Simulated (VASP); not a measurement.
# TaSi2 (P6_422) in VASP: further runs, part 2 of 2

VASP 6.6.1.

## 4. Single point, r2SCAN (strain +0.000 along x and y, +0.050 along z)

POSCAR

```
TaSi2
1.0
    4.7799675404      0.0000000000      0.0000000000
   -2.3899837702      4.1395733193      0.0000000000
    0.0000000000      0.0000000000      6.8824931650
Ta Si
3 6
Direct
    0.5000000000      0.0000000000      0.0000000000
    0.5000000000      0.5000000000      0.6666666667
    0.0000000000      0.5000000000      0.3333333333
    0.1582725695      0.3165451391      0.0000000000
    0.8417274305      0.1582725695      0.6666666667
    0.6834548609      0.8417274305      0.3333333333
    0.8417274305      0.6834548609      0.0000000000
    0.1582725695      0.8417274305      0.6666666667
    0.3165451391      0.1582725695      0.3333333333
```

INCAR.step1

```
PREC = Accurate
ENCUT = 550
ISMEAR = 0
SIGMA = 0.15
LREAL = False
LASPH = True
NELM = 120
NBANDS = 38
GGA = PE
ALGO = Normal
EDIFF = 1E-5
LWAVE = True
LCHARG = False
GGA_COMPAT = False
```

INCAR.step2

```
PREC = Accurate
ENCUT = 550
EDIFF = 1E-6
ISMEAR = 0
SIGMA = 0.15
LREAL = False
LASPH = True
NELM = 120
ALGO = Normal
ISIF = 2
LWAVE = False
LCHARG = False
METAGGA = R2SCAN
LMIXTAU = True
NBANDS = 38
ISTART = 1
GGA_COMPAT = False
```

KPOINTS

```
Automatic mesh
0
Gamma
  12 12 6
```

Potentials or basis: VASP PAW PBE potentials, release 64 (Ta_pv, Si).

Started as:

```console
cat potpaw_PBE.64/Ta_pv/POTCAR potpaw_PBE.64/Si/POTCAR > POTCAR
cp INCAR.step1 INCAR
mpirun -np 1 vasp_std > vasp.out
cp INCAR.step2 INCAR
mpirun -np 1 vasp_std > vasp.out
```

OUTCAR:

```text
PREC = Accurate
   ENCUT = 550
   EDIFF = 1E-6
   ISMEAR = 0
   LREAL = False
   LASPH = True
   NELM = 120
   ISIF = 2
   METAGGA = R2SCAN
   ISTART = 1

 ion  position               nearest neighbor table
   1  0.500  0.000  0.000-   6 2.70   9 2.70   8 2.70   5 2.70   4 2.73   7 2.73   7 2.73   4 2.73
                             4 2.83   7 2.83   2 3.31   2 3.31   3 3.31   3 3.31
   2  0.500  0.500  0.667-   4 2.70   7 2.70   6 2.70   9 2.70   8 2.73   5 2.73   8 2.73   5 2.73
                             8 2.83   5 2.83   1 3.31   1 3.31   3 3.31   3 3.31
   3  0.000  0.500  0.333-   4 2.70   7 2.70   5 2.70   8 2.70   9 2.73   6 2.73   9 2.73   6 2.73
                             6 2.83   9 2.83   1 3.31   1 3.31   2 3.31   2 3.31
   4  0.158  0.317  0.000-   7 2.62   5 2.64   9 2.64   3 2.70   2 2.70   1 2.73   1 2.73   1 2.83
                             7 2.83   7 2.83
   5  0.842  0.158  0.667-   8 2.62   4 2.64   6 2.64   1 2.70   3 2.70   2 2.73   2 2.73   2 2.83
                             8 2.83   8 2.83
   6  0.683  0.842  0.333-   9 2.62   7 2.64   5 2.64   1 2.70   2 2.70   3 2.73   3 2.73   3 2.83
                             9 2.83   9 2.83
   7  0.842  0.683  0.000-   4 2.62   8 2.64   6 2.64   3 2.70   2 2.70   1 2.73   1 2.73   1 2.83
                             4 2.83   4 2.83
   8  0.158  0.842  0.667-   5 2.62   7 2.64   9 2.64   1 2.70   3 2.70   2 2.73   2 2.73   2 2.83
                             5 2.83   5 2.83
   9  0.317  0.158  0.333-   6 2.62   4 2.64   8 2.64   1 2.70   2 2.70   3 2.73   3 2.73   3 2.83
                             6 2.83   6 2.83

  LATTYP: Found a hexagonal cell.
 ALAT       =     4.7799675404
 C/A-ratio  =     1.4398619043

  Lattice vectors:

 A1 = (   4.7799675404,   0.0000000000,   0.0000000000)
 A2 = (  -2.3899837702,   4.1395733193,   0.0000000000)
 A3 = (   0.0000000000,   0.0000000000,   6.8824931650)

Analysis of symmetry for initial positions (statically):
=====================================================================
 Subroutine PRICEL returns:
 Original cell was already a primitive cell.

 Routine SETGRP: Setting up the symmetry group for a
 hexagonal supercell.

 Subroutine GETGRP returns: Found 12 space group operations
[... 164 lines left out ...]
 non-spin polarized calculation
 Gauss-broadening in eV      SIGMA  =   0.15
  energy-cutoff  :      550.00
  volume of cell :      136.18
 maximum number of plane-waves:      4023
 NGX is ok and might be reduce to    40
   NGX = 19   NGY = 19   NGZ = 27

 number of electron      57.0000000 magnetization

 Free energy of the ion-electron system (eV)
  ---------------------------------------------------
  ext. energy  EPLUGINS =         0.00000000
  ---------------------------------------------------
  free energy    TOTEN  =      -202.02737282 eV

  energy without entropy =     -201.98165958  energy(sigma->0) =     -202.00451620

 E-fermi :   8.8587     XC(G=0): -12.7630

 val. band max:        8.8575518093   @ k =   0.4167   0.0833   0.1667
 cond. band min:       8.8686103138   @ k =   0.2500   0.1667   0.1667
 fundamental gap:      0.0110585045
 Fermi energy:         8.8586533252

 k-point     1 :       0.0000    0.0000    0.0000
  band No.  band energies     occupation
      1     -26.9006      2.00000
      2     -26.9006      2.00000
      3     -26.8558      2.00000
      4     -26.8030      2.00000
      5     -26.8030      2.00000
      6     -26.7560      2.00000
[... 973 lines left out ...]
     37      12.9147      0.00000
     38      13.1729      0.00000

 [... further k-points ...]

------------------------ aborting loop because EDIFF is reached ----------------------------------------

  FORCE on cell =-STRESS in cart. coord.  units (eV):
  Direction    XX          YY          ZZ          XY          YZ          ZX
  --------------------------------------------------------------------------------------
  -------------------------------------------------------------------------------------
  Total       -3.5315698     -3.5315698    -16.0246330      0.0000000      0.0000000      0.0000000
  in kB      -41.5481855    -41.5481855   -188.5264806      0.0000000      0.0000000      0.0000000
  external PRESSURE =     -90.5409505 kB  Pullay stress =       0.0000000 kB

 VOLUME and BASIS-vectors are now :
 -----------------------------------------------------------------------------
  energy-cutoff  :      550.00
  volume of cell :      136.18
      direct lattice vectors                 reciprocal lattice vectors
     4.779967540  0.000000000  0.000000000     0.209206442  0.120785395  0.000000000
    -2.389983770  4.139573319  0.000000000     0.000000000  0.241570791  0.000000000
     0.000000000  0.000000000  6.882493165     0.000000000  0.000000000  0.145296185

 POSITION                                       TOTAL-FORCE (eV/Angst)
 -----------------------------------------------------------------------------------
      2.38998      0.00000      0.00000        -0.000000     -0.000000      0.000000
      1.19499      2.06979      4.58833        -0.000000     -0.000000     -0.000000
     -1.19499      2.06979      2.29416        -0.000000     -0.000000     -0.000000
     -0.00000      1.31036      0.00000        -0.000000      0.156544      0.000000
      3.64516      0.65518      4.58833        -0.135571      0.078272      0.000000
      1.25518      3.48439      2.29416        -0.135571     -0.078272      0.000000
      2.38998      2.82921      0.00000        -0.000000     -0.156544      0.000000
     -1.25518      3.48439      4.58833         0.135571     -0.078272      0.000000
      1.13481      0.65518      2.29416         0.135571      0.078272     -0.000000
 -----------------------------------------------------------------------------------
    total drift:                               -0.000000      0.000000     -0.000000

  FREE ENERGIE OF THE ION-ELECTRON SYSTEM (eV)
  ---------------------------------------------------
  free  energy   TOTEN  =      -202.0273728183 eV

  energy  without entropy=     -201.9816595797  energy(sigma->0) =     -202.00451620
```

OSZICAR.step1:

```text
N       E                     dE             d eps       ncg     rms          rms(c)
DAV:   1     0.386285301243E+03    0.38629E+03   -0.28846E+04  5784   0.146E+03
DAV:   2    -0.547542530653E+02   -0.44104E+03   -0.42936E+03  6592   0.363E+02
DAV:   3    -0.741348180794E+02   -0.19381E+02   -0.18936E+02  7384   0.658E+01
DAV:   4    -0.744990070751E+02   -0.36419E+00   -0.36174E+00  7336   0.893E+00
DAV:   5    -0.745043779791E+02   -0.53709E-02   -0.53670E-02  7142   0.115E+00    0.287E+01
DAV:   6    -0.722177975762E+02    0.22866E+01   -0.98643E+00  7378   0.137E+01    0.127E+01
DAV:   7    -0.720244261046E+02    0.19337E+00   -0.59516E-01  7128   0.360E+00    0.449E+00
DAV:   8    -0.719950250958E+02    0.29401E-01   -0.58711E-02  7402   0.119E+00    0.527E-01
DAV:   9    -0.719945552905E+02    0.46981E-03   -0.38118E-03  7568   0.277E-01    0.276E-01
DAV:  10    -0.719945239704E+02    0.31320E-04   -0.62119E-04  7242   0.152E-01    0.364E-02
DAV:  11    -0.719945003552E+02    0.23615E-04   -0.43289E-05  6304   0.391E-02    0.162E-02
DAV:  12    -0.719944981733E+02    0.21819E-05   -0.40762E-06  4246   0.121E-02
   1 F= -.71994498E+02 E0= -.71970431E+02  d E =-.481340E-01
```

It took 19 min on 1 thread of AMD EPYC 9R45 (Zen 5), shared host; peak memory 0.51 GiB.

What came out:

| Property | Result |
| --- | --- |
| Free energy | -202.0274 eV |
| Pressure | -9.1 GPa |
| Largest force | 0.157 eV/Å |
| Band gap on the k mesh | zero (an odd number of electrons rules out a gap without spin polarisation) |

Forces on the atoms (eV/Å):
```
Ta   0.000  0.000  0.000
Ta   0.000  0.000  0.000
Ta   0.000  0.000  0.000
Si   0.000  0.157  0.000
Si  -0.136  0.078  0.000
Si  -0.136 -0.078  0.000
Si   0.000 -0.157  0.000
Si   0.136 -0.078  0.000
Si   0.136  0.078  0.000
```

Levels at points of the mesh, in eV from the Fermi level:
| k point | band 26 | band 27 | band 28 | band 29 | band 30 | band 31 | band 32 | band 33 |
| --- | --- | --- | --- | --- | --- | --- | --- | --- |
| (0.00, 0.00, 0.00) | -2.39 | -2.09 | -2.09 | -1.50 | 0.70 | 3.11 | 3.17 | 3.17 |
| (0.50, 0.00, 0.00) | -0.99 | -0.85 | -0.24 | -0.19 | 0.89 | 1.14 | 1.80 | 1.93 |
| (0.00, 0.00, 0.50) | -2.10 | -1.73 | -1.73 | 0.75 | 0.75 | 2.42 | 2.42 | 3.33 |
| (0.50, 0.00, 0.50) | -2.04 | -1.98 | -0.66 | 0.02 | 1.49 | 2.03 | 2.42 | 2.50 |

Caveat: the cell differs from its parent crystal (strain +0.000 along x and y, +0.050 along z); the cell stands under tension; the PAW data sets were made with another functional, which shifts forces and pressure a little; spin-orbit coupling is left out, which moves the levels of the heavy elements.

## 5. The runs side by side

| cell | gap on the mesh (eV) | pressure (GPa) | largest force (eV/Å) |
| --- | --- | --- | --- |
| a = 4.541, b = 4.541, c = 6.555 Å, angles 90.0, 90.0, 120.0°, 9 atoms | none | 24.7 | 0.31 |
| a = 4.780, b = 4.780, c = 6.227 Å, angles 90.0, 90.0, 120.0°, 9 atoms | none | 14.0 | 0.19 |
| a = 4.780, b = 4.780, c = 6.882 Å, angles 90.0, 90.0, 120.0°, 9 atoms | none | -9.1 | 0.16 |

Alike in all rows: task single point; level r2SCAN; potentials or basis VASP PAW PBE potentials, release 64 (Ta_pv, Si); no spin polarisation; k mesh 12 × 12 × 6; cutoff (eV) 550; smearing gaussian 0.15 eV.

Caveats: the PAW data sets were made with another functional, which shifts forces and pressure a little; spin-orbit coupling is left out, which moves the levels of the heavy elements; the cell stands under pressure (at least some runs); the cell stands under tension (at least some runs).

Absolute energies hang on the potentials; compare differences alone.
